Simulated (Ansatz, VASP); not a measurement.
# Li2S: VASP beside Ansatz

```
Li S
1.0
     0.00000    2.90029    2.90029
     2.90029    0.00000    2.90029
     2.90029    2.90029    0.00000
Li S
2 1
Direct
  0.25000 0.25000 0.25000
  0.75000 0.75000 0.75000
  0.00000 0.00000 0.00000
```

Alike in both runs: task single point; functional r2SCAN; k mesh 8 × 8 × 8; occupations gaussian, width 0.02 eV; no spin polarisation.

|  | VASP | Ansatz |
| --- | --- | --- |
| version | VASP 6.6.1 | Ansatz 0.2.0 |
| potentials or method | VASP PAW PBE potentials, release 64 (Li_sv, S), cutoff 830 eV | scalar-relativistic, plane waves, PAW |
| valence electrons in the cell | 12 | 12 |

VASP gave:

```
gap on the k mesh at the Fermi level (eV) : 3.88
least direct gap on the mesh (eV)         : 4.74
pressure (GPa)                            : -2.4
```

Question: What did Ansatz give for the same quantities?

Answer: gap on the k mesh at the Fermi level (eV): 3.90; least direct gap on the mesh (eV): 4.65; pressure (GPa): -2.2.

VASP's potentials were made for PBE, not for r2SCAN.
